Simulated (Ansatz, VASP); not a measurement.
# One calculation of Ge2Sb2O, two programs

```
CELL_PARAMETERS angstrom
-2.04938 2.04938 7.14715
2.04938 -2.04938 7.14715
2.04938 2.04938 -7.14715
ATOMIC_POSITIONS crystal
Ge 0.41112 0.41112 0.00000
Ge 0.58888 0.58888 0.00000
Sb 0.75000 0.25000 0.50000
Sb 0.25000 0.75000 0.50000
O 0.00000 0.00000 0.00000
```

Change from the starting cell: species swapped into the LaCo2P2 type (I4/mmm, No. 139).

Alike in both runs: functional PBE; k mesh 14 × 14 × 14; occupations gaussian, width 0.1 eV; no spin polarisation.

Ansatz relaxed the structure, and its values are those at the end. VASP's run is a single point on that final structure, the one shown.

|  | VASP | Ansatz |
| --- | --- | --- |
| version | VASP 6.6.1 | Ansatz 0.2.0 |
| potentials or method | VASP PAW PBE potentials, release 64 (Ge_d, Sb, O), cutoff 520 eV | scalar-relativistic, plane waves, PAW |
| valence electrons in the cell | 44 | 64 |

|  | VASP | Ansatz | Ansatz less VASP |
| --- | --- | --- | --- |
| gap on the k mesh at the Fermi level (eV) | none | none | - |
| pressure (GPa) | 0.0 | 0.0 | -0.01 |

A gap of «none» marks a metal or a gap that the smearing closes. VASP's potentials hold 44 valence electrons a cell and Ansatz's 64, so a difference there can come from the potentials and not from the codes.

Spin-orbit coupling is off throughout.
